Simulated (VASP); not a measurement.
Runs of VASP 6.6.1 on AlNi3. The structure is that of space group Fm-3m (No. 225), or close to it. The cells are those of the table. 

```csv
spin,fixed moment (μB),cell,pressure (GPa),moment (μB)
"collinear, ferromagnetic start",2.625,"a = 3.754 Å, angles 60.0°, 4 atoms",63.8,2.62
"collinear, ferromagnetic start",2.25,"a = 3.754 Å, angles 60.0°, 4 atoms",61.9,2.25
"collinear, ferromagnetic start",1.5,"a = 3.843 Å, angles 60.0°, 4 atoms",33.0,1.50
collinear,0.375,"a = 3.754 Å, angles 60.0°, 4 atoms",56.0,0.38
"collinear, ferromagnetic start",2.25,"a = 3.843 Å, angles 60.0°, 4 atoms",35.7,2.25
"collinear, ferromagnetic start",2.25,"a = 3.929 Å, angles 60.0°, 4 atoms",17.2,2.25
"collinear, ferromagnetic start",1.125,"a = 3.754 Å, angles 60.0°, 4 atoms",(a),1.12
"collinear, ferromagnetic start",1.5,"a = 3.929 Å, angles 60.0°, 4 atoms",(b),1.50
"collinear, ferromagnetic start",1.5,"a = 3.754 Å, angles 60.0°, 4 atoms",58.6,1.50
"collinear, ferromagnetic start",3.0,"a = 3.754 Å, angles 60.0°, 4 atoms",65.8,3.00
```

Alike in all rows: task single point; level PBE; potentials or basis VASP PAW PBE potentials, release 64 (Al, Ni); k mesh 14 × 14 × 14; cutoff (eV) 520; smearing gaussian 0.15 eV.

Task: Estimate the missing entries.

Result: (a) 57.5; (b) 14.9.

Caveats: the cell stands under pressure; the total moment is fixed, so each spin has its own Fermi level.
